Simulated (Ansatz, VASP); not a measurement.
F: VASP beside Ansatz

```
F
1.0
     2.86186   -1.85573    0.30202
     2.86186    1.85573    0.30202
    -0.86359    0.00000    6.99023
F
4
Direct
  0.91386 0.58555 0.09393
  0.41445 0.08614 0.40607
  0.08614 0.41445 0.90607
  0.58555 0.91386 0.59393
```

Change from the starting cell: volume 18.804 Å^3 an atom, stretch along a over the lengths across it, relative to the relaxed cell 0.9802.

Alike in both runs: task single point; functional PBE; dispersion D3(BJ); k mesh 8 × 8 × 4; occupations gaussian, width 0.05 eV; no spin polarisation.

```csv
,VASP,Ansatz
version,VASP 6.6.1,Ansatz 0.2.0
potentials or method,"VASP PAW PBE potentials, release 64 (F), cutoff 520 eV","scalar-relativistic, plane waves, PAW"
valence electrons in the cell,28,28
```

|  | VASP | Ansatz | Ansatz less VASP |
| --- | --- | --- | --- |
| gap on the k mesh at the Fermi level (eV) | 2.46 | 2.53 | +0.063 |
| least direct gap on the mesh (eV) | 2.46 | 2.53 | +0.063 |
| pressure (GPa) | -3.2 | -3.4 | -0.15 |
| traceless stress, the component that is largest in VASP (GPa) | -3.67 | -4.53 | -0.863 |
| rms of the force components (eV/Å) | 0.694 | 0.860 | +0.1656 |

Atom by atom the forces differ by 0.166 eV/Å (rms over components).
